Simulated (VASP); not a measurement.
Input of a VASP 6.6.1 run:

The input INCAR:

```
SYSTEM = Ta
  PREC = Accurate
  ENCUT = 600
  EDIFF = 1E-6
  ISMEAR = 0
  SIGMA = 0.1
  LREAL = .False.
  LASPH = .True.
  NELM = 100
  ALGO = Normal
  ISIF = 3
  LWAVE = .False.
  LCHARG = .False.
  GGA = PE
  IBRION = 2
  NSW = 70
  EDIFFG = -0.008
  PSTRESS = 200.0
```

KPOINTS

```
Automatic mesh
0
Gamma
  18 18 18
  0 0 0
```

POSCAR

```
Ta
1.0
   -1.6110192812      1.6110192812      1.6110192812
    1.6110192812     -1.6110192812      1.6110192812
    1.6110192812      1.6110192812     -1.6110192812
Ta
1
Direct
    0.0000000000      0.0000000000      0.0000000000
```

Potentials or basis: VASP PAW PBE potentials, release 64 (Ta_pv).

Command:

```sh
$ cat potpaw_PBE.64/Ta_pv/POTCAR > POTCAR
$ mpirun -np 1 vasp_std > vasp.out
```

Q: Predict the relaxed cell.

A: a = 2.793 Å, b = 2.793 Å, c = 2.793 Å, α = 109.47°, β = 109.47°, γ = 109.47°.

Q: What does it give for the space group after relaxing (to 0.05 Å)?

A: Im-3m (No. 229).

Q: Predict the relaxed volume.

A: 16.77 Å³/atom.

Step by step:
| step | energy change (eV) | largest force (eV/Å) | pressure (GPa) | volume (Å³) |
| --- | --- | --- | --- | --- |
| 1 | 0.0000 | 0.0000 | 20.74 | 16.72 |
| 2 | -0.0225 | 0.0000 | 17.72 | 16.91 |
| 3 | -0.0057 | 0.0000 | 20.01 | 16.77 |

Caveat: the cell is relaxed towards a set pressure, so the enthalpy falls and the energy may rise.
